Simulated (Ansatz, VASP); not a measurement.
## MgH2 in VASP and in Ansatz

Contents of INCAR:

```
  PREC = Accurate
  ENCUT = 520
  EDIFF = 1E-6
  ISMEAR = 0
  SIGMA = 0.1
  LREAL = False
  LASPH = True
  NELM = 80
  ALGO = Normal
  ISIF = 2
  LWAVE = False
  LCHARG = False
  GGA = CA
  NBANDS = 9
```

KPOINTS

```
regular mesh
0
Gamma
  8 8 8
```

File POSCAR:

```
MgH2
1.0
    0.0640443201      2.6579537648      2.6935340145
    2.5213988021      0.0148088690      2.7427694656
    2.4961959819      2.6819863957      0.0400116892
Mg H
1 2
Direct
    0.0000000000      0.0000000000      0.0000000000
    0.7500000000      0.7500000000      0.7500000000
    0.2500000000      0.2500000000      0.2500000000
```

Input for Ansatz:

```yaml
crystal:
  lattice:
    - [0.0640443201, 2.6579537648, 2.6935340145]
    - [2.5213988021, 0.014808869, 2.7427694656]
    - [2.4961959819, 2.6819863957, 0.0400116892]
  atoms:
    - { symbol: Mg, position: [0.0, 0.0, 0.0] }
    - { symbol: H, position: [0.75, 0.75, 0.75] }
    - { symbol: H, position: [0.25, 0.25, 0.25] }
basis:
  ecutwfc: 420
kpoints:
  mp_grid: { grid: [8, 8, 8] }
hamiltonian:
  xc: lda
scf:
  occupations: { method: gaussian, width: 0.1 }
output:
  forces: true
  stress: true
  eigenvalues: true
```

Alike in both runs: task single point; functional LDA; k mesh 8 × 8 × 8; occupations gaussian, width 0.1 eV; no spin polarisation.

|  | VASP | Ansatz |
| --- | --- | --- |
| version | VASP 6.6.1 | Ansatz 0.2.0 |
| potentials or method | VASP PAW LDA potentials, release 64 (Mg, H), cutoff 520 eV | scalar-relativistic, plane waves, PAW |
| valence electrons in the cell | 4 | 12 |

|  | VASP | Ansatz | Ansatz less VASP |
| --- | --- | --- | --- |
| gap on the k mesh at the Fermi level (eV) | none | none | - |
| pressure (GPa) | -12.4 | -12.0 | +0.48 |
| traceless stress, the component that is largest in VASP (GPa) | 5.03 | 5.05 | +0.025 |
| rms of the force components (eV/Å) | 0.020 | 0.020 | -0.0001 |

LDA's correlation is that of Perdew and Zunger in VASP and of Perdew and Wang (1992) in Ansatz. Atom by atom the forces differ by 0.000 eV/Å (rms over components). A gap of «none» marks a metal or a gap that the smearing closes. VASP's potentials hold 4 valence electrons a cell and Ansatz's 12, so a difference there can come from the potentials and not from the codes.
